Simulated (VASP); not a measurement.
# HgTe (F-43m) in VASP: a series of runs

The runs below take HgTe through vibrations by perturbation theory, with PBEsol.

All numbers are computed with VASP 6.6.1; they aren't measurements. Logs are shortened: lines on timing, memory, paths and dates and some standing lists are left out, and cuts for length are marked.

## Step 1: The cell of the first run

The structure is cubic, space group F-43m (No. 216). The conventional cell has a = 6.467 Å, b = 6.467 Å, c = 6.467 Å, α = 90.00°, β = 90.00°, γ = 90.00°. Hg (site symmetry -43m) has 4 Te at 2.80 Å within 3.7 Å. Within 3.7 Å of Te (site symmetry -43m) lie 4 Hg at 2.80 Å.

## Step 2: Vibrations by perturbation theory, PBEsol (33.80 Å³/atom)

Contents of INCAR:

```
SYSTEM = HgTe
PREC = Accurate
ENCUT = 520
EDIFF = 1E-8
ISMEAR = -1
SIGMA = 0.15
LREAL = .FALSE.
LASPH = .TRUE.
NELM = 60
ALGO = Normal
ISIF = 2
LWAVE = .FALSE.
LCHARG = .FALSE.
GGA = PS
NBANDS = 16
IBRION = 8
NSW = 1
```

Contents of KPOINTS:

```
regular mesh
0
G
  12 12 12
  0 0 0
```

Contents of POSCAR:

```
HgTe
1.0
    0.0000000000      3.2333791875      3.2333791875
    3.2333791875      0.0000000000      3.2333791875
    3.2333791875      3.2333791875      0.0000000000
Hg Te
1 1
Direct
    0.0000000000      0.0000000000      0.0000000000
    0.7500000000      0.7500000000      0.7500000000
```

Potentials or basis: VASP PAW PBE potentials, release 64 (Hg, Te).

Launch:

```console
> cat potpaw_PBE.64/Hg/POTCAR potpaw_PBE.64/Te/POTCAR > POTCAR
> mpirun -np 1 vasp_std > vasp.out
```

OUTCAR:

```text
SYSTEM = HgTe
   PREC = Accurate
   ENCUT = 520
   EDIFF = 1E-8
   ISMEAR = -1
   LREAL = .FALSE.
   LASPH = .TRUE.
   NELM = 60
   ISIF = 2
   GGA = PS
   IBRION = 8
   NSW = 1

 ion  position               nearest neighbor table
   1  0.000  0.000  0.000-   2 2.80   2 2.80   2 2.80   2 2.80
   2  0.750  0.750  0.750-   1 2.80   1 2.80   1 2.80   1 2.80

  LATTYP: Found a face centered cubic cell.
 ALAT       =     6.4667583750

  Lattice vectors:

 A1 = (   0.0000000000,   3.2333791875,   3.2333791875)
 A2 = (   3.2333791875,   0.0000000000,   3.2333791875)
 A3 = (   3.2333791875,   3.2333791875,   0.0000000000)

Analysis of symmetry for initial positions (statically):
=====================================================================
 Subroutine PRICEL returns:
 Original cell was already a primitive cell.

 Routine SETGRP: Setting up the symmetry group for a
 face centered cubic supercell.

 Subroutine GETGRP returns: Found 24 space group operations
 (whereof 24 operations were pure point group operations)
 out of a pool of 48 trial point group operations.

The static configuration has the point symmetry T_d .

Analysis of symmetry for dynamics (positions and initial velocities):
=====================================================================
 Subroutine PRICEL returns:
 Original cell was already a primitive cell.

 Routine SETGRP: Setting up the symmetry group for a
 face centered cubic supercell.

 Subroutine GETGRP returns: Found 24 space group operations
 (whereof 24 operations were pure point group operations)
 out of a pool of 48 trial point group operations.

The dynamic configuration has the point symmetry T_d .

 Subroutine INISYM returns: Found 24 space group operations
 (whereof 24 operations are pure point group operations),
 and found     1 'primitive' translations

----------------------------------------------------------------------------------------

                                     Primitive cell

  volume of cell :      67.6083

  direct lattice vectors                    reciprocal lattice vectors
     0.000000000  3.233379188  3.233379188    -0.154636982  0.154636982  0.154636982
     3.233379188  0.000000000  3.233379188     0.154636982 -0.154636982  0.154636982
     3.233379188  3.233379188  0.000000000     0.154636982  0.154636982 -0.154636982

  length of vectors
     4.572688699  4.572688699  4.572688699     0.267839110  0.267839110  0.267839110

  position of ions in fractional coordinates (direct lattice)
     0.000000000  0.000000000  0.000000000
     0.750000000  0.750000000  0.750000000

  ion indices of the primitive-cell ions
   primitive index   ion index
                 1           1
                 2           2

----------------------------------------------------------------------------------------

 KPOINTS: regular mesh

Automatic generation of k-mesh.
 Grid dimensions read from file:
 generate k-points for:   12   12   12

 Generating k-lattice:

  Cartesian coordinates                     Fractional coordinates (reciprocal lattice)
    -0.012886415  0.012886415  0.012886415     0.083333333  0.000000000  0.000000000
     0.012886415 -0.012886415  0.012886415     0.000000000  0.083333333  0.000000000
     0.012886415  0.012886415 -0.012886415     0.000000000  0.000000000  0.083333333

  Length of vectors
     0.022319926  0.022319926  0.022319926

  Shift w.r.t. Gamma in fractional coordinates (k-lattice)
     0.000000000  0.000000000  0.000000000

 Subroutine IBZKPT returns following result:
 ===========================================

 Found     72 irreducible k-points:

 Following reciprocal coordinates:
            Coordinates               Weight
  0.000000  0.000000  0.000000      1.000000
  0.083333  0.000000  0.000000      8.000000
  0.166667  0.000000  0.000000      8.000000
  0.250000  0.000000  0.000000      8.000000
  0.333333  0.000000  0.000000      8.000000
  0.416667  0.000000  0.000000      8.000000
[... 16 lines left out ...]
  0.500000  0.166667  0.000000     24.000000
 -0.416667  0.166667  0.000000     24.000000
 [... further k-points ...]
   k-points           NKPTS =     72   k-points in BZ     NKDIM =     72   number of bands    NBANDS=     16
   number of dos      NEDOS =    301   number of ions     NIONS =      2
   total plane-waves  NPLWV =  46656
   dimension x,y,z NGX =    36 NGY =   36 NGZ =   36
   dimension x,y,z NGXF=    72 NGYF=   72 NGZF=   72
   ions per type =               1   1
   NGX,Y,Z   is equivalent  to a cutoff of  13.09, 13.09, 13.09 a.u.
   NGXF,Y,Z  is equivalent  to a cutoff of  26.18, 26.18, 26.18 a.u.
 SYSTEM =  HgTe
   PREC   = accura    normal or accurate (medium, high low for compatibility)
   ISTART =      0    job   : 0-new  1-cont  2-samecut
   ICHARG =      2    charge: 1-file 2-atom 10-const
   ISPIN  =      1    spin polarized calculation?
   LNONCOLLINEAR =      F non collinear calculations
   LSORBIT =      F    spin-orbit coupling
   LASPH  =      T    aspherical Exc in radial PAW
   ENCUT  =  520.0 eV  38.22 Ry    6.18 a.u.   8.50  8.50  8.50*2*pi/ulx,y,z
   NELM   =     60;   NELMIN=  2; NELMDL= -5     # of ELM steps
   EDIFF  = 0.1E-07   stopping-criterion for ELM
   LREAL  =      F    real-space projection
   EDIFFG = 0.1E-06   stopping-criterion for IOM
   NSW    =      1    number of steps for IOM
   IBRION =      8    ionic relax: 0-MD 1-quasi-New 2-CG
   NFREE  =      0    steps in history (QN), initial steepest desc. (CG)
   ISIF   =      2    stress and relaxation
   ISYM   =      2    0-nonsym 1-usesym 2-fastsym
   POTIM  = 0.5000    time-step for ionic-motion
   TEBEG  =    0.0;   TEEND  =   0.0 temperature during run
   PSTRESS=    0.0 pullay stress
   NELECT =      18.0000    total number of electrons
   NUPDOWN=      -1.0000    fix difference up-down
   EMIN   =  10.00;   EMAX   =-10.00  energy-range for DOS
   EFERMI =   0.00;   METHOD = LEGACY
   ISMEAR =    -1;   SIGMA  =   0.15  broadening in eV -4-tet -1-fermi 0-gaus
   EFERMI_NEDOS =   21; number of points for ismear=-14 and -15
   IALGO  =     38    algorithm
   IMIX   =      4    mixing-type and parameters
     AMIX     =   0.40;   BMIX     =  1.00
     AMIX_MAG =   1.60;   BMIX_MAG =  1.00
  volume/ion in A,a.u.               =      33.80       228.12
  Fermi-wavevector in a.u.,A,eV,Ry     =   1.053171  1.990205 15.091172  1.109170
  Thomas-Fermi vector in A             =   2.188283
   LORBIT       =      0    0 simple, 1 ext, 2 COOP (PROOUT), +10 PAW based schemes
   GGA     = PS    functional components
   LHFCALC =     F    Hartree Fock is set to
   AEXX    =    0.0000 exact exchange contribution
   IVDW    =     0    specifies the selected vdW correction
   LEPSILON=     F    determine dielectric tensor
   LRPA    =     F    only Hartree local field effects (RPA)
 non-spin polarized calculation
  energy-cutoff  :      520.00
  volume of cell :       67.61
 maximum number of plane-waves:      1853
 NGX is ok and might be reduce to    36
   NGX = 17   NGY = 17   NGZ = 17

--------------------------------------- Ionic step        1  -------------------------------------------

 number of electron      18.0000001 magnetization

 Free energy of the ion-electron system (eV)
  ---------------------------------------------------
  ext. energy  EPLUGINS =         0.00000000
  ---------------------------------------------------
  free energy    TOTEN  =        -4.37459225 eV

  energy without entropy =       -4.36710294  energy(sigma->0) =       -4.37084760

 E-fermi :   3.1905     XC(G=0):  -8.9322

 val. band max:        2.9374503013   @ k =   0.0000   0.0000   0.0000
 cond. band min:       3.3478320505   @ k =   0.0833   0.0000   0.0000
 fundamental gap:      0.4103817492
 Fermi energy:         3.1904852825

 k-point     1 :       0.0000    0.0000    0.0000
  band No.  band energies     occupation
      1      -9.0775      2.00000
      2      -4.3999      2.00000
      3      -4.3999      2.00000
      4      -4.3999      2.00000
      5      -3.8653      2.00000
      6      -3.8653      2.00000
[... 433 lines left out ...]
      3      -4.2291      2.00000
      4      -3.8838      2.00000
      5      -3.8545      2.00000
      6      -3.5502      2.00000
[... 8 lines left out ...]
     15      12.2281      0.00000
     16      12.4122      0.00000

 [... further k-points ...]

------------------------ aborting loop because EDIFF is reached ----------------------------------------

  FORCE on cell =-STRESS in cart. coord.  units (eV):
  Direction    XX          YY          ZZ          XY          YZ          ZX
  --------------------------------------------------------------------------------------
  -------------------------------------------------------------------------------------
  Total        0.4279393      0.4279393      0.4279393      0.0000000      0.0000000     -0.0000000
  in kB       10.1412820     10.1412820     10.1412820      0.0000000      0.0000000     -0.0000000
  external PRESSURE =      10.1412820 kB  Pullay stress =       0.0000000 kB

 VOLUME and BASIS-vectors are now :
 -----------------------------------------------------------------------------
  energy-cutoff  :      520.00
  volume of cell :       67.61
      direct lattice vectors                 reciprocal lattice vectors
     0.000000000  3.233379188  3.233379188    -0.154636982  0.154636982  0.154636982
     3.233379188  0.000000000  3.233379188     0.154636982 -0.154636982  0.154636982
     3.233379188  3.233379188  0.000000000     0.154636982  0.154636982 -0.154636982

 POSITION                                       TOTAL-FORCE (eV/Angst)
 -----------------------------------------------------------------------------------
      0.00000      0.00000      0.00000         0.000000      0.000000      0.000000
      4.85007      4.85007      4.85007        -0.000000     -0.000000     -0.000000
 -----------------------------------------------------------------------------------
    total drift:                                0.000000      0.000000      0.000000

  FREE ENERGIE OF THE ION-ELECTRON SYSTEM (eV)
  ---------------------------------------------------
  free  energy   TOTEN  =        -4.3745922526 eV

  energy  without entropy=       -4.3671029392  energy(sigma->0) =       -4.37084760

[... ionic steps 2 to 3 ...]

--------------------------------------- Ionic step        4  -------------------------------------------

------------------------ aborting loop because EDIFF is reached ----------------------------------------

[... ionic steps 5 to 6 ...]

--------------------------------------- Ionic step        7  -------------------------------------------

 Free energy of the ion-electron system (eV)
  ---------------------------------------------------
  ---------------------------------------------------
  free energy    TOTEN  =        -0.04783728 eV

  energy without entropy =       -0.04783728

------------------------ aborting loop because EDIFF is reached ----------------------------------------

 INTERNAL STRAIN TENSOR  FOR ION    2  DIRECTION 1   (eV/Angst):
 -----------------------------------------------------------------------------
     0.00073  0.00000  0.00000
     0.00000  0.00337  5.43883
     0.00000  5.43883  0.00337

 INTERNAL STRAIN TENSOR FOR ION    2 for displacements in x,y,z  (eV/Angst):
          X           Y           Z          XY          YZ          ZX
  --------------------------------------------------------------------------------
  x     0.00000    -0.00000    -0.00000     0.00000     5.43883     0.00000
  y    -0.00000     0.00000    -0.00000     0.00000     0.00000     5.43883
  z    -0.00000    -0.00000     0.00000     5.43883     0.00000     0.00000

 SECOND DERIVATIVES (NOT SYMMETRIZED)
 ------------------------------------
               1X          1Y          1Z          2X          2Y          2Z
  1X    -3.847644    0.000000    0.000000    3.847644    0.000000    0.000000
  1Y     0.000000   -3.847644    0.000000    0.000000    3.847644    0.000000
  1Z     0.000000    0.000000   -3.847644    0.000000    0.000000    3.847644
  2X     3.843516    0.000000    0.000000   -3.843516    0.000000    0.000000
  2Y     0.000000    3.843516    0.000000    0.000000   -3.843516    0.000000
  2Z     0.000000    0.000000    3.843516    0.000000    0.000000   -3.843516

 Eigenvectors and eigenvalues of the dynamical matrix
 ----------------------------------------------------

   1 f  =    3.471270 THz    21.810634 2PiTHz  115.789111 cm-1    14.356014 meV
             X         Y         Z           dx          dy          dz
      0.000000  0.000000  0.000000     0.567395    0.247821    0.075513
      4.850069  4.850069  4.850069    -0.711020   -0.310552   -0.094628
[... 21 lines left out ...]
   6 f/i=    0.000908 THz     0.005707 2PiTHz    0.030299 cm-1     0.003757 meV
             X         Y         Z           dx          dy          dz
      0.000000  0.000000  0.000000     0.004790   -0.001905   -0.781613
      4.850069  4.850069  4.850069     0.003822   -0.001520   -0.623729

--------------------------------------------------------------------------------------------------------

 ELASTIC MODULI CONTR FROM IONIC RELAXATION (kBar)
 Direction    XX          YY          ZZ          XY          YZ          ZX
 --------------------------------------------------------------------------------
 XX          -0.0000      0.0000      0.0000      0.0000     -0.0000      0.0000
 YY           0.0000     -0.0000      0.0000      0.0000      0.0000     -0.0000
 ZZ           0.0000      0.0000     -0.0000     -0.0000      0.0000      0.0000
 XY           0.0000      0.0000     -0.0000   -192.5191      0.0000      0.0000
 YZ          -0.0000      0.0000      0.0000      0.0000   -192.5191      0.0000
 ZX           0.0000     -0.0000      0.0000      0.0000      0.0000   -192.5191
 --------------------------------------------------------------------------------
```

Run time: 14 min. Hardware: 1 thread of Intel Xeon Platinum 8375C at 2.90GHz (Ice Lake), shared host; peak memory 0.76 GiB.

What came out:

```yaml
Highest_phonon_frequency_at_Γ_LO-TO_splitting_left_out: 116 cm⁻¹
```

Phonon frequencies in cm⁻¹ (negative: imaginary):
```
              q point        frequencies
(0.000, 0.000, 0.000)  0 0 0 116 116 116
```

Caveat: the cell stands under pressure or tension, which shifts response properties; the PAW data sets were made with another functional, which shifts forces and pressure a little; spin-orbit coupling is left out, which moves the levels of the heavy elements.

## Step 3: Vibrations by perturbation theory, PBEsol

This run uses another cell than the first one, of 28.81 Å³/atom.

Contents of INCAR:

```
ALGO = Normal
EDIFF = 1E-8
ENCUT = 520
GGA = PS
IBRION = 8
ISIF = 2
ISMEAR = -1
LASPH = True
LCHARG = False
LREAL = False
LWAVE = False
NELM = 100
NSW = 1
PREC = Accurate
SIGMA = 0.15
```

Contents of KPOINTS:

```
k-points
0
Gamma
  12 12 12
```

Contents of POSCAR:

```
HgTe
1.0
    0.0000000000      3.0657504669      3.0657504669
    3.0657504669      0.0000000000      3.0657504669
    3.0657504669      3.0657504669      0.0000000000
Hg Te
1 1
Direct
    0.0000000000      0.0000000000      0.0000000000
    0.7500000000      0.7500000000      0.7500000000
```

Potentials or basis: VASP PAW PBE potentials, release 64 (Hg, Te).

Launch:

```console
> cat potpaw_PBE.64/Hg/POTCAR potpaw_PBE.64/Te/POTCAR > POTCAR
> mpirun -np 1 vasp_std > vasp.out
```

OUTCAR:

```text
EDIFF = 1E-8
   ENCUT = 520
   GGA = PS
   IBRION = 8
   ISIF = 2
   ISMEAR = -1
   LASPH = True
   LREAL = False
   NELM = 100
   NSW = 1
   PREC = Accurate

 ion  position               nearest neighbor table
   1  0.000  0.000  0.000-   2 2.66   2 2.66   2 2.66   2 2.66
   2  0.750  0.750  0.750-   1 2.66   1 2.66   1 2.66   1 2.66

  LATTYP: Found a face centered cubic cell.
 ALAT       =     6.1315009338

  Lattice vectors:

 A1 = (   0.0000000000,   3.0657504669,   3.0657504669)
 A2 = (   3.0657504669,   0.0000000000,   3.0657504669)
 A3 = (   3.0657504669,   3.0657504669,   0.0000000000)

Analysis of symmetry for initial positions (statically):
=====================================================================
 Subroutine PRICEL returns:
 Original cell was already a primitive cell.

 Routine SETGRP: Setting up the symmetry group for a
 face centered cubic supercell.

[... 610 lines left out ...]

 INTERNAL STRAIN TENSOR  FOR ION    2  DIRECTION 1   (eV/Angst):
 -----------------------------------------------------------------------------
    -0.00486  0.00000  0.00000
     0.00000  0.00726 13.07732
     0.00000 13.07732  0.00726

 INTERNAL STRAIN TENSOR FOR ION    2 for displacements in x,y,z  (eV/Angst):
          X           Y           Z          XY          YZ          ZX
  --------------------------------------------------------------------------------
  x     0.00000     0.00000     0.00000     0.00000    13.07732     0.00000
  y     0.00000     0.00000     0.00000     0.00000     0.00000    13.07732
  z     0.00000     0.00000     0.00000    13.07732     0.00000     0.00000

 SECOND DERIVATIVES (NOT SYMMETRIZED)
 ------------------------------------
               1X          1Y          1Z          2X          2Y          2Z
  1X    -7.414915    0.000000    0.000000    7.414915    0.000000    0.000000
  1Y     0.000000   -7.414915    0.000000    0.000000    7.414915    0.000000
  1Z     0.000000    0.000000   -7.414915    0.000000    0.000000    7.414915
  2X     7.414221    0.000000    0.000000   -7.414221    0.000000    0.000000
  2Y     0.000000    7.414221    0.000000    0.000000   -7.414221    0.000000
  2Z     0.000000    0.000000    7.414221    0.000000    0.000000   -7.414221

 Eigenvectors and eigenvalues of the dynamical matrix
 ----------------------------------------------------

   1 f  =    4.820300 THz    30.286839 2PiTHz  160.787905 cm-1    19.935150 meV
             X         Y         Z           dx          dy          dz
      0.000000  0.000000  0.000000     0.000000    0.623555    0.000000
      4.598626  4.598626  4.598626     0.000000   -0.781779    0.000000
[... 21 lines left out ...]
   6 f/i=    0.000110 THz     0.000691 2PiTHz    0.003671 cm-1     0.000455 meV
             X         Y         Z           dx          dy          dz
      0.000000  0.000000  0.000000     0.000000    0.000000    0.781779
      4.598626  4.598626  4.598626     0.000000    0.000000    0.623555

--------------------------------------------------------------------------------------------------------

 ELASTIC MODULI CONTR FROM IONIC RELAXATION (kBar)
 Direction    XX          YY          ZZ          XY          YZ          ZX
 --------------------------------------------------------------------------------
 XX          -0.0000     -0.0000     -0.0000     -0.0000      0.0000     -0.0000
 YY          -0.0000     -0.0000     -0.0000     -0.0000     -0.0000      0.0000
 ZZ          -0.0000     -0.0000     -0.0000      0.0000     -0.0000     -0.0000
 XY          -0.0000     -0.0000      0.0000   -659.2894      0.0000      0.0000
 YZ           0.0000     -0.0000     -0.0000      0.0000   -659.2894      0.0000
 ZX          -0.0000      0.0000     -0.0000      0.0000      0.0000   -659.2894
 --------------------------------------------------------------------------------
```

It took 5.1 min on 1 thread of Intel Xeon Platinum 8259CL at 2.50GHz (Skylake/Cascade Lake), shared host; peak memory 0.58 GiB.

Results:

```yaml
Highest_phonon_frequency_at_Γ_LO-TO_splitting_left_out: 161 cm⁻¹
```

Phonon frequencies in cm⁻¹ (negative: imaginary):
```
              q point        frequencies
(0.000, 0.000, 0.000)  0 0 0 161 161 161
```

Caveat: the cell stands under pressure or tension, which shifts response properties; the PAW data sets were made with another functional, which shifts forces and pressure a little; spin-orbit coupling is left out, which moves the levels of the heavy elements.
